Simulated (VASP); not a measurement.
# WC (Fm-3m) in VASP: notebook

WC is run at these levels: BLYP+D3(BJ), BLYP+D4, HSE06, LDA, PBE; tasks: relaxation of cell and atoms, single point.

All numbers are computed with VASP 6.6.1; they aren't measurements. Logs are shortened: lines on timing, memory, paths and dates and some standing lists are left out, and cuts for length are marked.

## (1) The cell of the first run

Symmetry: Fm-3m, No. 225, cubic system. The conventional cell has a = 4.385 Å, b = 4.385 Å, c = 4.385 Å, α = 90.00°, β = 90.00°, γ = 90.00°. Within 2.9 Å of W (site symmetry m-3m) lie 6 C at 2.19 Å. C (site symmetry m-3m) has 6 W at 2.19 Å within 2.9 Å.

## (2) Relaxation of cell and atoms, BLYP+D3(BJ)

INCAR

```
SYSTEM = WC
PREC     = Accurate       ! precision mode
ENCUT    = 600            ! plane-wave cutoff, eV
EDIFF    = 1E-6           ! SCF threshold, eV
ISMEAR   = -1             ! smearing method
SIGMA    = 0.05           ! smearing width, eV
LREAL    = .False.        ! projectors in reciprocal space
LASPH    = .True.         ! aspherical terms in the spheres
NELM     = 60             ! most SCF steps
ALGO     = Normal         ! electronic algorithm
ISIF     = 3              ! what is computed and relaxed
LWAVE    = .False.        ! write WAVECAR
LCHARG   = .False.        ! write CHGCAR
GGA      = B5             ! functional
ALDAX    = 1.0          
AGGAX    = 1.0          
AGGAC    = 1.0          
ALDAC    = 0.0          
IVDW     = 12             ! dispersion correction
IBRION   = 2              ! ionic algorithm
NSW      = 60             ! ionic steps
EDIFFG   = -0.01          ! ionic threshold
VDW_S6   = 1.0          
VDW_S8   = 2.6996       
VDW_A1   = 0.4298       
VDW_A2   = 4.2359
```

KPOINTS

```
regular mesh
0
Gamma
  10 10 10
  0 0 0
```

POSCAR

```
WC
1.0
    0.0000000000      2.1926840000      2.1926840000
    2.1926840000      0.0000000000      2.1926840000
    2.1926840000      2.1926840000      0.0000000000
W C
1 1
Direct
    0.0000000000      0.0000000000      0.0000000000
    0.5000000000      0.5000000000      0.5000000000
```

Potentials or basis: VASP PAW PBE potentials, release 64 (W_sv, C).

On the command line:

```
$ cat potpaw_PBE.64/W_sv/POTCAR potpaw_PBE.64/C/POTCAR > POTCAR
$ mpirun -np 1 vasp_std > vasp.out
```

OUTCAR:

```text
SYSTEM = WC
   PREC = Accurate
   ENCUT = 600
   EDIFF = 1E-6
   ISMEAR = -1
   LREAL = .False.
   LASPH = .True.
   NELM = 60
   ISIF = 3
   GGA = B5
   IVDW = 12
   IBRION = 2
   NSW = 60
   EDIFFG = -0.01
 IVDW          = 12

 ion  position               nearest neighbor table
   1  0.000  0.000  0.000-   2 2.19   2 2.19   2 2.19   2 2.19   2 2.19   2 2.19
   2  0.500  0.500  0.500-   1 2.19   1 2.19   1 2.19   1 2.19   1 2.19   1 2.19

  LATTYP: Found a face centered cubic cell.
 ALAT       =     4.3853680000

  Lattice vectors:

 A1 = (   0.0000000000,   2.1926840000,   2.1926840000)
 A2 = (   2.1926840000,   0.0000000000,   2.1926840000)
 A3 = (   2.1926840000,   2.1926840000,   0.0000000000)

Analysis of symmetry for initial positions (statically):
=====================================================================
 Subroutine PRICEL returns:
 Original cell was already a primitive cell.

 Routine SETGRP: Setting up the symmetry group for a
 face centered cubic supercell.

 Subroutine GETGRP returns: Found 48 space group operations
 (whereof 48 operations were pure point group operations)
 out of a pool of 48 trial point group operations.

The static configuration has the point symmetry O_h .

Analysis of symmetry for dynamics (positions and initial velocities):
=====================================================================
 Subroutine PRICEL returns:
 Original cell was already a primitive cell.

 Routine SETGRP: Setting up the symmetry group for a
 face centered cubic supercell.

 Subroutine GETGRP returns: Found 48 space group operations
 (whereof 48 operations were pure point group operations)
 out of a pool of 48 trial point group operations.

The dynamic configuration has the point symmetry O_h .

 Subroutine INISYM returns: Found 48 space group operations
 (whereof 48 operations are pure point group operations),
 and found     1 'primitive' translations

----------------------------------------------------------------------------------------

                                     Primitive cell

  volume of cell :      21.0842

  direct lattice vectors                    reciprocal lattice vectors
     0.000000000  2.192684000  2.192684000    -0.228031034  0.228031034  0.228031034
     2.192684000  0.000000000  2.192684000     0.228031034 -0.228031034  0.228031034
     2.192684000  2.192684000  0.000000000     0.228031034  0.228031034 -0.228031034

  length of vectors
     3.100923451  3.100923451  3.100923451     0.394961337  0.394961337  0.394961337

  position of ions in fractional coordinates (direct lattice)
     0.000000000  0.000000000  0.000000000
     0.500000000  0.500000000  0.500000000

  ion indices of the primitive-cell ions
   primitive index   ion index
                 1           1
[... 72 lines left out ...]
   NELM   =     60;   NELMIN=  2; NELMDL= -5     # of ELM steps
   EDIFF  = 0.1E-05   stopping-criterion for ELM
   LREAL  =      F    real-space projection
   EDIFFG = -.1E-01   stopping-criterion for IOM
   NSW    =     60    number of steps for IOM
   IBRION =      2    ionic relax: 0-MD 1-quasi-New 2-CG
   NFREE  =      1    steps in history (QN), initial steepest desc. (CG)
   ISIF   =      3    stress and relaxation
   ISYM   =      2    0-nonsym 1-usesym 2-fastsym
   POTIM  = 0.5000    time-step for ionic-motion
   TEBEG  =    0.0;   TEEND  =   0.0 temperature during run
   PSTRESS=    0.0 pullay stress
   NELECT =      18.0000    total number of electrons
   NUPDOWN=      -1.0000    fix difference up-down
   EMIN   =  10.00;   EMAX   =-10.00  energy-range for DOS
   EFERMI =   0.00;   METHOD = LEGACY
   ISMEAR =    -1;   SIGMA  =   0.05  broadening in eV -4-tet -1-fermi 0-gaus
   EFERMI_NEDOS =   21; number of points for ismear=-14 and -15
   IALGO  =     38    algorithm
   IMIX   =      4    mixing-type and parameters
     AMIX     =   0.40;   BMIX     =  1.00
     AMIX_MAG =   1.60;   BMIX_MAG =  1.00
  volume/ion in A,a.u.               =      10.54        71.14
  Fermi-wavevector in a.u.,A,eV,Ry     =   1.553029  2.934800 32.815887  2.411900
  Thomas-Fermi vector in A             =   2.657319
   LORBIT       =      0    0 simple, 1 ext, 2 COOP (PROOUT), +10 PAW based schemes
   GGA     = B5    functional components
   LHFCALC =     F    Hartree Fock is set to
   AEXX    =    0.0000 exact exchange contribution
   IVDW    =    12    specifies the selected vdW correction
   LEPSILON=     F    determine dielectric tensor
   LRPA    =     F    only Hartree local field effects (RPA)
 conjugate gradient relaxation of ions
 non-spin polarized calculation
  energy-cutoff  :      600.00
  volume of cell :       21.08
 maximum number of plane-waves:       725
 NGX is ok and might be reduce to    28
   NGX = 13   NGY = 13   NGZ = 13

--------------------------------------- Ionic step        1  -------------------------------------------

 number of electron      18.0000001 magnetization

 Free energy of the ion-electron system (eV)
  ---------------------------------------------------
  ext. energy  EPLUGINS =         0.00000000
  ---------------------------------------------------
  free energy    TOTEN  =       -19.13751708 eV

  energy without entropy =      -19.13107547  energy(sigma->0) =      -19.13429628

------------------------ aborting loop because EDIFF is reached ----------------------------------------

 Edisp (eV)   -2.11400

 E8    (eV) :    -1.5881
[... 71 lines left out ...]
--------------------------------------- Ionic step        3  -------------------------------------------

 number of electron      18.0000002 magnetization

 Free energy of the ion-electron system (eV)
  ---------------------------------------------------
  ext. energy  EPLUGINS =         0.00000000
  ---------------------------------------------------
  free energy    TOTEN  =       -19.11934172 eV

  energy without entropy =      -19.11296704  energy(sigma->0) =      -19.11615438

 E-fermi :  13.0739     XC(G=0): -13.0555

 val. band max:       12.9849692235   @ k =   0.3000   0.2000   0.1000
 cond. band min:      13.0965546024   @ k =  -0.1000   0.1000   0.0000
 fundamental gap:      0.1115853789
 Fermi energy:        13.0738739304

 k-point     1 :       0.0000    0.0000    0.0000
  band No.  band energies     occupation
      1     -62.0010      2.00000
      2     -26.2555      2.00000
      3     -26.2555      2.00000
      4     -26.2555      2.00000
      5      -2.6585      2.00000
      6      10.2966      2.00000
      7      10.2966      2.00000
      8      10.2966      2.00000
      9      11.9297      2.00000
     10      11.9297      2.00000
     11      11.9297      2.00000
     12      12.0824      2.00000
     13      12.0824      2.00000
[... 354 lines left out ...]
  band No.  band energies     occupation
      1     -61.9585      2.00000
      2     -26.7021      2.00000
      3     -26.4393      2.00000
      4     -26.4209      2.00000
      5      -0.3019      2.00000
      6       6.0894      2.00000
      7       7.6178      2.00000
      8       9.3865      2.00000
      9      10.2770      2.00000
     10      14.0653      0.00000
     11      15.4275      0.00000
     12      15.7542      0.00000
     13      19.4236      0.00000

 [... further k-points ...]

------------------------ aborting loop because EDIFF is reached ----------------------------------------

 Edisp (eV)   -2.13411

 E8    (eV) :    -1.6033
[... 25 lines left out ...]
  FREE ENERGIE OF THE ION-ELECTRON SYSTEM (eV)
  ---------------------------------------------------
  free  energy   TOTEN  =       -21.2534475843 eV

  energy  without entropy=      -21.2470728989  energy(sigma->0) =      -21.25026024

 reached required accuracy - stopping structural energy minimisation
```

CONTCAR:

```text
WC
   1.00000000000000
     0.0000000000000000    2.1861413050681526    2.1861413050681526
     2.1861413050681526   -0.0000000000000000    2.1861413050681526
     2.1861413050681526    2.1861413050681526    0.0000000000000000
  W               C
     1     1
Direct
     0.0000000000000000    0.0000000000000000    0.0000000000000000
     0.5000000000000000    0.5000000000000000    0.5000000000000000

  0.00000000E+00  0.00000000E+00  0.00000000E+00
  0.00000000E+00  0.00000000E+00  0.00000000E+00
```

It took 1.8 min on 1 thread of Intel Xeon 8259CL, shared host; peak memory 0.19 GiB.

Results:

- Free energy: -21.2534 eV
- Relaxed volume: 10.45 Å³/atom
- Relaxed cell: a = 3.092 Å, b = 3.092 Å, c = 3.092 Å, α = 60.00°, β = 60.00°, γ = 60.00°
- Space group after relaxing (to 0.1 Å): Fm-3m (No. 225)
- Energy gained by relaxing: 1.0 meV/atom
- Ionic steps: 3
- Pressure after relaxing: 0.0 GPa
- Dispersion energy per atom: -1.067 eV

Step by step:
| step | energy change (eV) | largest force (eV/Å) | pressure (GPa) | volume (Å³) |
| --- | --- | --- | --- | --- |
| 1 | 0.0000 | 0.0000 | -3.24 | 21.08 |
| 2 | 0.0097 | 0.0000 | 8.42 | 20.44 |
| 3 | -0.0019 | 0.0000 | -0.02 | 20.90 |

Final structure:
```
W C
1.0
     0.00000    2.18614    2.18614
     2.18614    0.00000    2.18614
     2.18614    2.18614    0.00000
W C
1 1
Direct
  0.00000 0.00000 0.00000
  0.50000 0.50000 0.50000
```

Levels at points of the mesh, in eV from the Fermi level:
| k point | band 6 | band 7 | band 8 | band 9 | band 10 | band 11 | band 12 | band 13 |
| --- | --- | --- | --- | --- | --- | --- | --- | --- |
| (0.00, 0.00, 0.00) | -2.78 | -2.78 | -2.78 | -1.14 | -1.14 | -1.14 | -0.99 | -0.99 |
| (0.50, 0.00, 0.00) | -9.71 | -6.65 | -6.65 | 0.97 | 0.97 | 2.29 | 5.32 | 8.70 |
| (0.50, 0.50, 0.00) | -5.71 | -5.42 | -2.50 | -2.50 | 0.81 | 2.18 | 2.18 | 5.53 |

Caveat: the highest band is partly filled, so the run has too few bands; the dispersion term is far too large for a dense solid, which distorts pressure and volume; the PAW data sets were made with another functional, which shifts forces and pressure a little; spin-orbit coupling is left out, which moves the levels of the heavy elements.

## (3) Relaxation of cell and atoms, BLYP+D4

INCAR

```
PREC = Accurate
ENCUT = 600
EDIFF = 1E-6
ISMEAR = -1
SIGMA = 0.05
LREAL = F
LASPH = T
NELM = 60
ALGO = Normal
ISIF = 3
LWAVE = F
LCHARG = F
GGA = B5
ALDAX = 1.0
AGGAX = 1.0
AGGAC = 1.0
ALDAC = 0.0
IVDW = 13
VDW_S6 = 1.0
VDW_S8 = 2.34076671
VDW_A1 = 0.44488865
VDW_A2 = 4.0933009
IBRION = 2
NSW = 60
EDIFFG = -0.01
```

KPOINTS

```
Automatic mesh
0
Gamma
  10 10 10
```

POSCAR is that of step 2.

Potentials or basis: VASP PAW PBE potentials, release 64 (W_sv, C).

On the command line:

```
$ cat potpaw_PBE.64/W_sv/POTCAR potpaw_PBE.64/C/POTCAR > POTCAR
$ mpirun -np 1 vasp_std > vasp.out
```

OUTCAR:

```text
PREC = Accurate
   ENCUT = 600
   EDIFF = 1E-6
   ISMEAR = -1
   LREAL = F
   LASPH = T
   NELM = 60
   ISIF = 3
   GGA = B5
   IVDW = 13
   IBRION = 2
   NSW = 60
   EDIFFG = -0.01

 ion  position               nearest neighbor table
   1  0.000  0.000  0.000-   2 2.19   2 2.19   2 2.19   2 2.19   2 2.19   2 2.19
   2  0.500  0.500  0.500-   1 2.19   1 2.19   1 2.19   1 2.19   1 2.19   1 2.19

  LATTYP: Found a face centered cubic cell.
 ALAT       =     4.3853680000

  Lattice vectors:

 A1 = (   0.0000000000,   2.1926840000,   2.1926840000)
 A2 = (   2.1926840000,   0.0000000000,   2.1926840000)
 A3 = (   2.1926840000,   2.1926840000,   0.0000000000)

Analysis of symmetry for initial positions (statically):
=====================================================================
 Subroutine PRICEL returns:
 Original cell was already a primitive cell.

 Routine SETGRP: Setting up the symmetry group for a
 face centered cubic supercell.

 Subroutine GETGRP returns: Found 48 space group operations
 (whereof 48 operations were pure point group operations)
 out of a pool of 48 trial point group operations.

The static configuration has the point symmetry O_h .

Analysis of symmetry for dynamics (positions and initial velocities):
=====================================================================
 Subroutine PRICEL returns:
 Original cell was already a primitive cell.

 Routine SETGRP: Setting up the symmetry group for a
 face centered cubic supercell.

 Subroutine GETGRP returns: Found 48 space group operations
 (whereof 48 operations were pure point group operations)
 out of a pool of 48 trial point group operations.

The dynamic configuration has the point symmetry O_h .

 Subroutine INISYM returns: Found 48 space group operations
 (whereof 48 operations are pure point group operations),
 and found     1 'primitive' translations

----------------------------------------------------------------------------------------

                                     Primitive cell

  volume of cell :      21.0842
[... 104 lines left out ...]
   ISMEAR =    -1;   SIGMA  =   0.05  broadening in eV -4-tet -1-fermi 0-gaus
   EFERMI_NEDOS =   21; number of points for ismear=-14 and -15
   IALGO  =     38    algorithm
   IMIX   =      4    mixing-type and parameters
     AMIX     =   0.40;   BMIX     =  1.00
     AMIX_MAG =   1.60;   BMIX_MAG =  1.00
  volume/ion in A,a.u.               =      10.54        71.14
  Fermi-wavevector in a.u.,A,eV,Ry     =   1.553029  2.934800 32.815887  2.411900
  Thomas-Fermi vector in A             =   2.657319
   LORBIT       =      0    0 simple, 1 ext, 2 COOP (PROOUT), +10 PAW based schemes
   GGA     = B5    functional components
   LHFCALC =     F    Hartree Fock is set to
   AEXX    =    0.0000 exact exchange contribution
   IVDW    =    13    specifies the selected vdW correction
   LEPSILON=     F    determine dielectric tensor
   LRPA    =     F    only Hartree local field effects (RPA)
 conjugate gradient relaxation of ions
 non-spin polarized calculation
  energy-cutoff  :      600.00
  volume of cell :       21.08
 maximum number of plane-waves:       725
 NGX is ok and might be reduce to    28
   NGX = 13   NGY = 13   NGZ = 13

--------------------------------------- Ionic step        1  -------------------------------------------

 number of electron      18.0000001 magnetization

 Free energy of the ion-electron system (eV)
  ---------------------------------------------------
  ext. energy  EPLUGINS =         0.00000000
  ---------------------------------------------------
  free energy    TOTEN  =       -19.13751708 eV

  energy without entropy =      -19.13107547  energy(sigma->0) =      -19.13429628

------------------------ aborting loop because EDIFF is reached ----------------------------------------

  DFT-D4 for vdW energy calculation

  Edisp (eV):   -1.84456
[... 71 lines left out ...]
--------------------------------------- Ionic step        3  -------------------------------------------

 number of electron      18.0000001 magnetization

 Free energy of the ion-electron system (eV)
  ---------------------------------------------------
  ext. energy  EPLUGINS =         0.00000000
  ---------------------------------------------------
  free energy    TOTEN  =       -19.13489845 eV

  energy without entropy =      -19.12846623  energy(sigma->0) =      -19.13168234

 E-fermi :  12.9556     XC(G=0): -13.0142

 val. band max:       12.8653486412   @ k =   0.3000   0.2000   0.1000
 cond. band min:      12.9851101395   @ k =  -0.1000   0.1000   0.0000
 fundamental gap:      0.1197614983
 Fermi energy:        12.9555887436

 k-point     1 :       0.0000    0.0000    0.0000
  band No.  band energies     occupation
      1     -62.1215      2.00000
      2     -26.3768      2.00000
      3     -26.3768      2.00000
      4     -26.3768      2.00000
      5      -2.7101      2.00000
      6      10.2075      2.00000
      7      10.2075      2.00000
      8      10.2075      2.00000
      9      11.8269      2.00000
     10      11.8269      2.00000
     11      11.8269      2.00000
     12      11.9719      2.00000
     13      11.9719      2.00000
[... 354 lines left out ...]
  band No.  band energies     occupation
      1     -62.0806      2.00000
      2     -26.8108      2.00000
      3     -26.5555      2.00000
      4     -26.5377      2.00000
      5      -0.3668      2.00000
      6       6.0129      2.00000
      7       7.5509      2.00000
      8       9.2952      2.00000
      9      10.1799      2.00000
     10      13.9325      0.00000
     11      15.2798      0.00000
     12      15.6061      0.00000
     13      19.2259      0.00000

 [... further k-points ...]

------------------------ aborting loop because EDIFF is reached ----------------------------------------

  DFT-D4 for vdW energy calculation

  Edisp (eV):   -1.84722
[... 25 lines left out ...]
  FREE ENERGIE OF THE ION-ELECTRON SYSTEM (eV)
  ---------------------------------------------------
  free  energy   TOTEN  =       -20.9821170053 eV

  energy  without entropy=      -20.9756847861  energy(sigma->0) =      -20.97890090

 reached required accuracy - stopping structural energy minimisation
```

CONTCAR:

```text
WC
   1.00000000000000
    -0.0000000000000000    2.1916446378352923    2.1916446378352923
     2.1916446378352923    0.0000000000000000    2.1916446378352923
     2.1916446378352923    2.1916446378352923   -0.0000000000000000
  W               C
     1     1
Direct
     0.0000000000000000    0.0000000000000000    0.0000000000000000
     0.5000000000000000    0.5000000000000000    0.5000000000000000

  0.00000000E+00  0.00000000E+00  0.00000000E+00
  0.00000000E+00  0.00000000E+00  0.00000000E+00
```

It took 1.7 min on 1 thread of Intel Xeon 8259CL, shared host; peak memory 0.17 GiB.

Results:

* Free energy: -20.9821 eV
* Relaxed volume: 10.53 Å³/atom
* Relaxed cell: a = 3.099 Å, b = 3.099 Å, c = 3.099 Å, α = 60.00°, β = 60.00°, γ = 60.00°
* Space group after relaxing (to 0.1 Å): Fm-3m (No. 225)
* Energy gained by relaxing: 0.0 meV/atom
* Ionic steps: 3
* Pressure after relaxing: 0.1 GPa
* Dispersion energy per atom: -0.924 eV

Final structure:
```xyz
2
Lattice="0.0000 2.1916 2.1916 2.1916 0.0000 2.1916 2.1916 2.1916 0.0000" Properties=species:S:1:pos:R:3 pbc="T T T"
W     0.0000    0.0000    0.0000
C     2.1916    2.1916    2.1916
```

Levels at points of the mesh, in eV from the Fermi level:
| k point | band 5 | band 6 | band 7 | band 8 | band 9 | band 10 | band 11 | band 12 | band 13 |
| --- | --- | --- | --- | --- | --- | --- | --- | --- | --- |
| (0.00, 0.00, 0.00) | -15.67 | -2.75 | -2.75 | -2.75 | -1.13 | -1.13 | -1.13 | -0.98 | -0.98 |
| (0.50, 0.00, 0.00) | -11.16 | -9.64 | -6.59 | -6.59 | 0.95 | 0.95 | 2.26 | 5.31 | 8.62 |
| (0.50, 0.50, 0.00) | -13.58 | -5.65 | -5.40 | -2.49 | -2.49 | 0.79 | 2.15 | 2.15 | 5.46 |

Caveat: the highest band is partly filled, so the run has too few bands; the PAW data sets were made with another functional, which shifts forces and pressure a little; spin-orbit coupling is left out, which moves the levels of the heavy elements.

(Part 1 of 2 ends here.)
